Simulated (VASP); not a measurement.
Set up this calculation in VASP 6.6.1, as the native input.

* Task: single point
* Functional: PBEsol
* Potentials or basis: VASP PAW PBE potentials, release 64 (Mg)
* Cutoff: 520 eV
* k mesh: 8 × 8 × 12
* Occupations: fermi-dirac, width 0.1 eV
* Spin: no spin polarisation
* Dipole correction: no
* Further INCAR settings: ALGO = Normal; EDIFF = 1e-07; NBANDS = 10

The structure of Mg lies in POSCAR:

```
Mg
1.0
    5.2686851353      0.0000000000      0.0000000000
   -2.6343425676      4.5628151717      0.0000000000
    0.0000000000      0.0000000000      3.1920003344
Mg
3
Direct
    1.0000000000      0.0000000000      0.0000000000
    0.3333333333      0.6666666667      0.5000000000
    0.6666666667      0.3333333333      0.5000000000
```

This cell differs from its parent crystal: volume scaled by 1.12.

The input as run:

INCAR

```
  PREC = Accurate
  ENCUT = 520
  EDIFF = 1E-7
  ISMEAR = -1
  SIGMA = 0.1
  LREAL = False
  LASPH = True
  NELM = 80
  ALGO = Normal
  ISIF = 2
  LWAVE = False
  LCHARG = False
  GGA = PS
  NBANDS = 10
```

KPOINTS

```
regular mesh
0
Gamma
  8 8 12
```

Potentials or basis: VASP PAW PBE potentials, release 64 (Mg).

Run with:

```console
$ cat potpaw_PBE.64/Mg/POTCAR > POTCAR
$ mpirun -np 1 vasp_std > vasp.out
```

Results of the run:

| Quantity | Value |
| --- | --- |
| Pressure | -3.3 GPa |
| Band gap on the k mesh | zero (band 3 reaches 5.33 eV, above the bottom of band 4 at 1.09 eV) |

Caveat: the PAW data sets were made with another functional, which shifts forces and pressure a little.

Run time: 32 s on 1 thread of Intel(R) Xeon(R) Platinum 8488C (Sapphire Rapids), on a shared host, peak memory 0.21 GiB.
